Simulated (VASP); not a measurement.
# SnO2 in VASP: further runs, part 2 of 2

VASP 6.6.1.

## (5) Single point, LDA (strain along c alone, the other axes held: +4.0 %, then relaxed in part)

INCAR

```
  ALGO = Normal
  EDIFF = 1E-6
  ENCUT = 520
  GGA = CA
  ISIF = 2
  ISMEAR = 0
  LASPH = True
  LCHARG = False
  LREAL = False
  LWAVE = False
  NBANDS = 35
  NELM = 80
  PREC = Accurate
  SIGMA = 0.02
```

KPOINTS

```
k-points
0
Gamma
  6 6 8
```

POSCAR

```
SnO2
1.0
    4.7212714757      0.0000000000      0.0000000000
    0.0000000000      4.7242464866      0.0000000000
    0.0000000000      0.0000000000      3.3176201792
Sn O
2 4
Direct
    0.5000000000      0.5000000000      0.5000000000
    0.0000000000      0.0000000000      0.0000000000
    0.3073523459      0.3076016747      0.0000000000
    0.8073523459      0.1923983253      0.5000000000
    0.1926476541      0.8076016747      0.5000000000
    0.6926476541      0.6923983253      0.0000000000
```

Potentials or basis: VASP PAW LDA potentials, release 64 (Sn_d, O).

The run is started by

```sh
$ cat potpaw_LDA.64/Sn_d/POTCAR potpaw_LDA.64/O/POTCAR > POTCAR
$ mpirun -np 1 vasp_std > vasp.out
```

OUTCAR:

```text
EDIFF = 1E-6
   ENCUT = 520
   GGA = CA
   ISIF = 2
   ISMEAR = 0
   LASPH = True
   LREAL = False
   NELM = 80
   PREC = Accurate

 ion  position               nearest neighbor table
   1  0.500  0.500  0.500-   4 2.05   5 2.05   3 2.10   6 2.10   3 2.10   6 2.10   2 3.73   2 3.73
                             2 3.73   2 3.73   2 3.73   2 3.73   2 3.73   2 3.73
   2  0.000  0.000  0.000-   3 2.05   6 2.05   5 2.10   4 2.10   4 2.10   5 2.10   1 3.73   1 3.73
                             1 3.73   1 3.73   1 3.73   1 3.73   1 3.73   1 3.73
   3  0.307  0.308  0.000-   2 2.05   1 2.10   1 2.10
   4  0.807  0.192  0.500-   1 2.05   2 2.10   2 2.10
   5  0.193  0.808  0.500-   1 2.05   2 2.10   2 2.10
   6  0.693  0.692  0.000-   2 2.05   1 2.10   1 2.10

  LATTYP: Found a simple orthorhombic cell.
 ALAT       =     3.3176201792
 B/A-ratio  =     1.4230898116
 C/A-ratio  =     1.4239865420

  Lattice vectors:

 A1 = (   0.0000000000,   0.0000000000,   3.3176201792)
 A2 = (   4.7212714757,   0.0000000000,   0.0000000000)
 A3 = (   0.0000000000,   4.7242464866,   0.0000000000)

[... 181 lines left out ...]
  free energy    TOTEN  =       -42.16579407 eV

  energy without entropy =      -42.16579407  energy(sigma->0) =      -42.16579407

 E-fermi :   5.6231     XC(G=0): -11.6400

 val. band max:        5.4739395773   @ k =   0.0000   0.0000   0.0000
 cond. band min:       6.1176801528   @ k =   0.0000   0.0000   0.0000
 fundamental gap:      0.6437405756
 Fermi energy:         5.6230810349

 k-point     1 :       0.0000    0.0000    0.0000
  band No.  band energies     occupation
      1     -15.4461      2.00000
      2     -14.7108      2.00000
      3     -14.5656      2.00000
      4     -14.5463      2.00000
      5     -14.5463      2.00000
      6     -14.5170      2.00000
[... 901 lines left out ...]
     34      17.1703      0.00000
     35      17.5929      0.00000

 [... further k-points ...]
[... 5 lines left out ...]
  --------------------------------------------------------------------------------------
  -------------------------------------------------------------------------------------
  Total       -2.2013448     -2.2205745     -6.4325391      0.0000000      0.0000000      0.0000000
  in kB      -47.6629011    -48.0792559   -139.2755340      0.0000000      0.0000000      0.0000000
  external PRESSURE =     -78.3392303 kB  Pullay stress =       0.0000000 kB

 VOLUME and BASIS-vectors are now :
 -----------------------------------------------------------------------------
  energy-cutoff  :      520.00
  volume of cell :       74.00
      direct lattice vectors                 reciprocal lattice vectors
     4.721271476  0.000000000  0.000000000     0.211807350  0.000000000  0.000000000
     0.000000000  4.724246487  0.000000000     0.000000000  0.211673968  0.000000000
     0.000000000  0.000000000  3.317620179     0.000000000  0.000000000  0.301420882

 POSITION                                       TOTAL-FORCE (eV/Angst)
 -----------------------------------------------------------------------------------
      2.36064      2.36212      1.65881        -0.000000      0.000000      0.000000
      0.00000      0.00000      0.00000        -0.000000      0.000000      0.000000
      1.45109      1.45319      0.00000        -0.003266     -0.004024      0.000000
      3.81173      0.90894      1.65881        -0.003266      0.004024      0.000000
      0.90954      3.81531      1.65881         0.003266     -0.004024      0.000000
      3.27018      3.27106      0.00000         0.003266      0.004024      0.000000
 -----------------------------------------------------------------------------------
    total drift:                               -0.000000      0.000000     -0.000000

  FREE ENERGIE OF THE ION-ELECTRON SYSTEM (eV)
  ---------------------------------------------------
  free  energy   TOTEN  =       -42.1657940730 eV

  energy  without entropy=      -42.1657940730  energy(sigma->0) =      -42.16579407
```

OSZICAR:

```text
N       E                     dE             d eps       ncg     rms          rms(c)
DAV:   1     0.629198905136E+03    0.62920E+03   -0.25561E+04  6133   0.229E+03
DAV:   2     0.535196325129E+02   -0.57568E+03   -0.54300E+03  6048   0.606E+02
DAV:   3    -0.430297648542E+02   -0.96549E+02   -0.94798E+02  6136   0.208E+02
DAV:   4    -0.481262265265E+02   -0.50965E+01   -0.50593E+01  7045   0.515E+01
DAV:   5    -0.482621381054E+02   -0.13591E+00   -0.13569E+00  7078   0.888E+00    0.154E+01
DAV:   6    -0.422497627570E+02    0.60124E+01   -0.16885E+01  8880   0.650E+01    0.618E+00
DAV:   7    -0.422635413546E+02   -0.13779E-01   -0.19568E+00  6415   0.791E+00    0.314E+00
DAV:   8    -0.421809308721E+02    0.82610E-01   -0.24321E-01  8371   0.401E+00    0.718E-01
DAV:   9    -0.421655877437E+02    0.15343E-01   -0.33665E-02  9204   0.284E+00    0.123E-01
DAV:  10    -0.421657955153E+02   -0.20777E-03   -0.39536E-03  7745   0.562E-01    0.562E-02
DAV:  11    -0.421657940221E+02    0.14932E-05   -0.19468E-04  9100   0.171E-01    0.251E-02
DAV:  12    -0.421657967089E+02   -0.26868E-05   -0.18031E-05  6470   0.262E-02    0.176E-02
DAV:  13    -0.421657939988E+02    0.27101E-05   -0.99050E-06  7217   0.343E-02    0.898E-04
DAV:  14    -0.421657940730E+02   -0.74173E-07   -0.77022E-07  3521   0.594E-03
   1 F= -.42165794E+02 E0= -.42165794E+02  d E =-.277232E-28
```

stdout:

```text
POSCAR found type information on POSCAR SnO
 POSCAR found :  2 types and       6 ions
 scaLAPACK will be used
 LDA part: xc-table for (Slater(with rela. corr.)+CA(PZ))
 , standard interpolation
 POSCAR, INCAR and KPOINTS ok, starting setup
 FFT: planning ... GRIDC
 FFT: planning ... GRID_SOFT
 FFT: planning ... GRID
 WAVECAR not read
 entering main loop
```

It took 5.2 min on 1 thread of Intel Xeon 8259CL, shared host; peak memory 0.27 GiB.

Results:

```yaml
Free_energy: -42.1658 eV
Pressure: -7.8 GPa
Largest_force: 0.005 eV/Å
Band_gap_on_the_k_mesh: 0.64 eV
```

Forces in eV/Å, atoms in the order of the input:
```
Sn   0.000  0.000  0.000
Sn   0.000  0.000  0.000
O   -0.003 -0.004  0.000
O   -0.003  0.004  0.000
O    0.003 -0.004  0.000
O    0.003  0.004  0.000
```

Stress tensor (GPa, compression positive):
```
 -4.77   0.00   0.00
  0.00  -4.81   0.00
  0.00   0.00 -13.93
```

Caveat: the cell differs from its parent crystal (strain along c alone, the other axes held: +4.0 %, then relaxed in part); the cell stands under tension; spin-orbit coupling is left out, which moves the levels of the heavy elements.

## (6) Summary

```csv
task,cell,cutoff (eV),gap on the mesh (eV),pressure (GPa),largest force (eV/Å)
single point,"a = 4.838, b = 4.839, c = 3.222 Å, 6 atoms",520,0.62,-9.3,0.03
single point,"a = 4.920, b = 4.920, c = 3.234 Å, 6 atoms",520,0.32,-14.1,0.04
relaxation of cell and atoms,"relaxed to 5 GPa from a = 4.683, b = 4.681, c = 3.170 Å, 6 atoms",600,1.41,5.1,-
single point,"a = 4.721, b = 4.724, c = 3.318 Å, 6 atoms",520,0.64,-7.8,0.01
```

Alike in all rows: level LDA; potentials or basis VASP PAW LDA potentials, release 64 (Sn_d, O); no spin polarisation; k mesh 6 × 6 × 8; smearing gaussian 0.02 eV.

Caveats: spin-orbit coupling is left out, which moves the levels of the heavy elements; the cell stands under tension (at least some runs); the cell is relaxed towards a set pressure, so the run minimises the enthalpy, not the energy (at least some runs).

Absolute energies hang on the potentials; compare differences alone.
